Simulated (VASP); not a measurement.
Ir, 2 atoms in the cell. Symmetry: P6_3/mmc, No. 194, hexagonal system. Conventional cell: a = 2.751 Å, b = 2.751 Å, c = 4.462 Å, α = 90.00°, β = 90.00°, γ = 120.00°. Within 3.6 Å of Ir (site symmetry -6m2) lie 12 Ir at 2.74 to 2.75 Å. This isn't the form of Ir at room conditions, which is fcc.

- Program: VASP 6.6.1
- Task: single point
- Functional: r2SCAN
- Potentials or basis: VASP PAW PBE potentials, release 64 (Ir_sv_GW)
- Cutoff: 550 eV
- k mesh: 14 × 14 × 8
- Occupations: fermi-dirac, width 0.08 eV
- Spin: collinear spin
- Starting moments: [0.8, 0.8] μB
- Dipole correction: no
- Further INCAR settings: ALGO = Normal; EDIFF = 1e-06; NBANDS = 28

Potentials or basis: VASP PAW PBE potentials, release 64 (Ir_sv_GW).

Launch:

```console
$ cat potpaw_PBE.64/Ir_sv_GW/POTCAR > POTCAR
$ cp INCAR.step1 INCAR
$ mpirun -np 1 vasp_std > vasp.out
$ cp INCAR.step2 INCAR
$ mpirun -np 1 vasp_std > vasp.out
```

Hardware: 1 thread of Intel(R) Xeon(R) 6975P-C (Granite Rapids) (shared host).

Q: How long does it take, and how much memory?

A: Run time: 4.5 min on 1 thread of Intel(R) Xeon(R) 6975P-C (Granite Rapids), with other jobs on the host, peak memory 0.3 GiB. Counts: k points 120.
